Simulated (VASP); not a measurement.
Wanted: the native input for a VASP 6.6.1 run.

```
Task                   : single point
Functional             : PBEsol
Dispersion             : D4
Potentials or basis    : VASP PAW PBE potentials, release 64 (Ga_d, P)
Cutoff                 : 520 eV
k mesh                 : 6 × 6 × 6
Occupations            : fermi-dirac, width 0.02 eV
Spin                   : no spin polarisation
Dipole correction      : no
Further INCAR settings : ALGO = Normal; EDIFF = 1e-07; NBANDS = 16
```

The structure of GaP lies in POSCAR:

```
GaP
1.0
    3.8540860000      0.0000000000      0.0000000000
    1.9270430000      3.3377363844      0.0000000000
    1.9270430000      1.1125787948      3.1468480416
Ga P
1 1
Direct
    0.0000000000      0.0000000000      0.0000000000
    0.2500000000      0.2500000000      0.2500000000
```

The input as run:

INCAR

```
PREC = Accurate
ENCUT = 520
EDIFF = 1E-7
ISMEAR = -1
SIGMA = 0.02
LREAL = False
LASPH = True
NELM = 80
ALGO = Normal
ISIF = 2
LWAVE = False
LCHARG = False
GGA = PS
IVDW = 13
NBANDS = 16
```

KPOINTS

```
regular mesh
0
Gamma
  6 6 6
```

Potentials or basis: VASP PAW PBE potentials, release 64 (Ga_d, P).

The run is started by

```bash
$ cat potpaw_PBE.64/Ga_d/POTCAR potpaw_PBE.64/P/POTCAR > POTCAR
$ mpirun -np 1 vasp_std > vasp.out
```

It gave:

```json
{
  "Pressure": "-2.3 GPa",
  "Band gap on the k mesh": "1.51 eV, indirect (least direct gap 1.75 eV)",
  "Dispersion energy per atom": "-0.237 eV"
}
```

Caveat: the PAW data sets were made with another functional, which shifts forces and pressure a little.

Wall time 13 s on 1 thread of Intel(R) Xeon(R) Platinum 8375C CPU @ 2.90GHz (Ice Lake), with other jobs on the host, peak memory 0.16 GiB.
